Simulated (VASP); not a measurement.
# Ge (I4_1/amd) in VASP: notebook

Ge is run at these levels: PBEsol; tasks: single point.

Program: VASP 6.6.1. These are calculated values, not measurements. Logs are shortened: lines on timing, memory, paths and dates and some standing lists are left out, and cuts for length are marked.

## Step 1: The cell of the first run

Symmetry: I4_1/amd, No. 141, tetragonal system. The conventional cell has a = 5.175 Å, b = 5.175 Å, c = 2.795 Å, α = 90.00°, β = 90.00°, γ = 90.00°. Ge (site symmetry -4m2) has 10 Ge at 2.68 to 3.33 Å within 3.5 Å.

## Step 2: Single point, PBEsol

INCAR reads:

```
PREC = Accurate
ENCUT = 520
EDIFF = 1E-6
ISMEAR = -1
SIGMA = 0.15
LREAL = False
LASPH = True
NELM = 60
ALGO = Normal
ISIF = 2
LWAVE = False
LCHARG = False
GGA = PS
NBANDS = 21
```

KPOINTS reads:

```
Automatic mesh
0
Gamma
  14 14 14
```

POSCAR reads:

```
Ge
1.0
   -2.5873624500      2.5873624500      1.3974130000
    2.5873624500     -2.5873624500      1.3974130000
    2.5873624500      2.5873624500     -1.3974130000
Ge
2
Direct
    0.2500000000      0.7500000000      0.5000000000
    0.5000000000      0.5000000000      0.0000000000
```

Potentials or basis: VASP PAW PBE potentials, release 64 (Ge_d).

Command:

```console
$ cat potpaw_PBE.64/Ge_d/POTCAR > POTCAR
$ mpirun -np 1 vasp_std > vasp.out
```

OUTCAR:

```text
PREC = Accurate
   ENCUT = 520
   EDIFF = 1E-6
   ISMEAR = -1
   LREAL = False
   LASPH = True
   NELM = 60
   ISIF = 2
   GGA = PS

 ion  position               nearest neighbor table
   1  0.250  0.750  0.500-   2 2.68   2 2.68   2 2.68   2 2.68
   2  0.500  0.500  0.000-   1 2.68   1 2.68   1 2.68   1 2.68

  LATTYP: Found a body centered tetragonal cell.
 ALAT       =     5.1747249000
 C/A-ratio  =     0.5400917061

  Lattice vectors:

 A1 = (  -2.5873624500,   2.5873624500,   1.3974130000)
 A2 = (   2.5873624500,  -2.5873624500,   1.3974130000)
 A3 = (   2.5873624500,   2.5873624500,  -1.3974130000)

Analysis of symmetry for initial positions (statically):
=====================================================================
 Subroutine PRICEL returns:
 Original cell was already a primitive cell.

 Routine SETGRP: Setting up the symmetry group for a
 body centered tetragonal supercell.

 Subroutine GETGRP returns: Found 16 space group operations
 (whereof  8 operations were pure point group operations)
 out of a pool of 16 trial point group operations.

The static configuration has the point symmetry D_2d.
 The point group associated with its full space group is D_4h.

Analysis of symmetry for dynamics (positions and initial velocities):
=====================================================================
 Subroutine PRICEL returns:
 Original cell was already a primitive cell.

 Routine SETGRP: Setting up the symmetry group for a
 body centered tetragonal supercell.

 Subroutine GETGRP returns: Found 16 space group operations
 (whereof  8 operations were pure point group operations)
 out of a pool of 16 trial point group operations.

The dynamic configuration has the point symmetry D_2d.
 The point group associated with its full space group is D_4h.

 Subroutine INISYM returns: Found 16 space group operations
 (whereof  8 operations are pure point group operations),
 and found     1 'primitive' translations

----------------------------------------------------------------------------------------

                                     Primitive cell

  volume of cell :      37.4196

  direct lattice vectors                    reciprocal lattice vectors
    -2.587362450  2.587362450  1.397413000     0.000000000  0.193246988  0.357804028
     2.587362450 -2.587362450  1.397413000     0.193246988  0.000000000  0.357804028
     2.587362450  2.587362450 -1.397413000     0.193246988  0.193246988  0.000000000

  length of vectors
     3.916842094  3.916842094  3.916842094     0.406654793  0.406654793  0.273292511

[... 79 lines left out ...]
   NELM   =     60;   NELMIN=  2; NELMDL= -5     # of ELM steps
   EDIFF  = 0.1E-05   stopping-criterion for ELM
   LREAL  =      F    real-space projection
   EDIFFG = 0.1E-04   stopping-criterion for IOM
   NSW    =      0    number of steps for IOM
   IBRION =     -1    ionic relax: 0-MD 1-quasi-New 2-CG
   NFREE  =      0    steps in history (QN), initial steepest desc. (CG)
   ISIF   =      2    stress and relaxation
   ISYM   =      2    0-nonsym 1-usesym 2-fastsym
   POTIM  = 0.5000    time-step for ionic-motion
   TEBEG  =    0.0;   TEEND  =   0.0 temperature during run
   PSTRESS=    0.0 pullay stress
   NELECT =      28.0000    total number of electrons
   NUPDOWN=      -1.0000    fix difference up-down
   EMIN   =  10.00;   EMAX   =-10.00  energy-range for DOS
   EFERMI =   0.00;   METHOD = LEGACY
   ISMEAR =    -1;   SIGMA  =   0.15  broadening in eV -4-tet -1-fermi 0-gaus
   EFERMI_NEDOS =   21; number of points for ismear=-14 and -15
   IALGO  =     38    algorithm
   IMIX   =      4    mixing-type and parameters
     AMIX     =   0.40;   BMIX     =  1.00
     AMIX_MAG =   1.60;   BMIX_MAG =  1.00
  volume/ion in A,a.u.               =      18.71       126.26
  Fermi-wavevector in a.u.,A,eV,Ry     =   1.486259  2.808622 30.054792  2.208965
  Thomas-Fermi vector in A             =   2.599567
   LORBIT       =      0    0 simple, 1 ext, 2 COOP (PROOUT), +10 PAW based schemes
   GGA     = PS    functional components
   LHFCALC =     F    Hartree Fock is set to
   AEXX    =    0.0000 exact exchange contribution
   IVDW    =     0    specifies the selected vdW correction
   LEPSILON=     F    determine dielectric tensor
   LRPA    =     F    only Hartree local field effects (RPA)
 non-spin polarized calculation
  energy-cutoff  :      520.00
  volume of cell :       37.42
 maximum number of plane-waves:      1029
 NGX is ok and might be reduce to    30
   NGX = 15   NGY = 15   NGZ = 15

 number of electron      28.0000032 magnetization

 Free energy of the ion-electron system (eV)
  ---------------------------------------------------
  ext. energy  EPLUGINS =         0.00000000
  ---------------------------------------------------
  free energy    TOTEN  =        -9.55900568 eV

  energy without entropy =       -9.49647189  energy(sigma->0) =       -9.52773878

 E-fermi :   6.5253     XC(G=0): -11.4190

 val. band max:        6.5177937282   @ k =  -0.2857   0.5000   0.2143
 cond. band min:       6.5257020540   @ k =   0.3571   0.2143   0.0000
 fundamental gap:      0.0079083258
 Fermi energy:         6.5252580956

 k-point     1 :       0.0000    0.0000    0.0000
  band No.  band energies     occupation
      1     -18.1132      2.00000
      2     -18.0728      2.00000
      3     -18.0412      2.00000
      4     -18.0395      2.00000
      5     -17.9345      2.00000
      6     -17.9345      2.00000
[... 565 lines left out ...]
     20      15.9637      0.00000
     21      17.3927      0.00000

 [... further k-points ...]

------------------------ aborting loop because EDIFF is reached ----------------------------------------

  FORCE on cell =-STRESS in cart. coord.  units (eV):
  Direction    XX          YY          ZZ          XY          YZ          ZX
  --------------------------------------------------------------------------------------
  -------------------------------------------------------------------------------------
  Total       -0.4446979     -0.4446979     -0.0776202      0.0000000      0.0000000      0.0000000
  in kB      -19.0404123    -19.0404123     -3.3234248      0.0000000      0.0000000      0.0000000
  external PRESSURE =     -13.8014165 kB  Pullay stress =       0.0000000 kB

 VOLUME and BASIS-vectors are now :
 -----------------------------------------------------------------------------
  energy-cutoff  :      520.00
  volume of cell :       37.42
      direct lattice vectors                 reciprocal lattice vectors
    -2.587362450  2.587362450  1.397413000     0.000000000  0.193246988  0.357804028
     2.587362450 -2.587362450  1.397413000     0.193246988  0.000000000  0.357804028
     2.587362450  2.587362450 -1.397413000     0.193246988  0.193246988  0.000000000

 POSITION                                       TOTAL-FORCE (eV/Angst)
 -----------------------------------------------------------------------------------
      2.58736      0.00000      0.69871         0.000000      0.000000     -0.000000
      0.00000      0.00000      1.39741        -0.000000     -0.000000      0.000000
 -----------------------------------------------------------------------------------
    total drift:                                0.000000     -0.000000      0.000000

  FREE ENERGIE OF THE ION-ELECTRON SYSTEM (eV)
  ---------------------------------------------------
  free  energy   TOTEN  =        -9.5590056760 eV

  energy  without entropy=       -9.4964718918  energy(sigma->0) =       -9.52773878
```

OSZICAR:

```text
N       E                     dE             d eps       ncg     rms          rms(c)
DAV:   1     0.174920843862E+03    0.17492E+03   -0.14159E+04 11569   0.382E+03
DAV:   2     0.142585048047E+02   -0.16066E+03   -0.15571E+03 10313   0.587E+02
DAV:   3    -0.894530976669E+01   -0.23204E+02   -0.22995E+02 11724   0.133E+02
DAV:   4    -0.959271670546E+01   -0.64741E+00   -0.64694E+00 11494   0.258E+01
DAV:   5    -0.960238901399E+01   -0.96723E-02   -0.96721E-02 11571   0.345E+00    0.213E+00
DAV:   6    -0.957117415514E+01    0.31215E-01   -0.32687E-02 13984   0.318E+00    0.116E+00
DAV:   7    -0.955952354890E+01    0.11651E-01   -0.17195E-02 13940   0.201E+00    0.137E-01
DAV:   8    -0.955900125088E+01    0.52230E-03   -0.22821E-03 12317   0.881E-01    0.446E-02
DAV:   9    -0.955900545641E+01   -0.42055E-05   -0.51641E-05 12630   0.915E-02    0.101E-02
DAV:  10    -0.955900567598E+01   -0.21958E-06   -0.27846E-06  9996   0.226E-02
   1 F= -.95590057E+01 E0= -.95277388E+01  d E =-.625338E-01
```

stdout:

```text
POSCAR found type information on POSCAR Ge
 POSCAR found :  1 types and       2 ions
 scaLAPACK will be used
 -----------------------------------------------------------------------------
|                                                                             |
|                                                                             |
|     You enforced a specific xc type in the INCAR file but a different       |
|     I HOPE YOU KNOW WHAT YOU ARE DOING!                                     |
|                                                                             |
 -----------------------------------------------------------------------------

 LDA part: xc-table for (Slater+PW92), standard interpolation
 POSCAR, INCAR and KPOINTS ok, starting setup
 FFT: planning ... GRIDC
 FFT: planning ... GRID_SOFT
 FFT: planning ... GRID
 WAVECAR not read
 entering main loop
```

It took 67 s on 1 thread of Intel Xeon 6975P-C (Granite Rapids), shared host; peak memory 0.27 GiB.

Results:

```yaml
Free_energy: -9.5590 eV
Pressure: -1.4 GPa
Band_gap_on_the_k_mesh: zero (bands 14 and 15 overlap by 4.84 eV)
```

Stress tensor (GPa, compression positive):
```
-1.90  0.00  0.00
 0.00 -1.90  0.00
 0.00  0.00 -0.33
```

Caveat: the PAW data sets were made with another functional, which shifts forces and pressure a little.

(Part 1 of 2 ends here.)
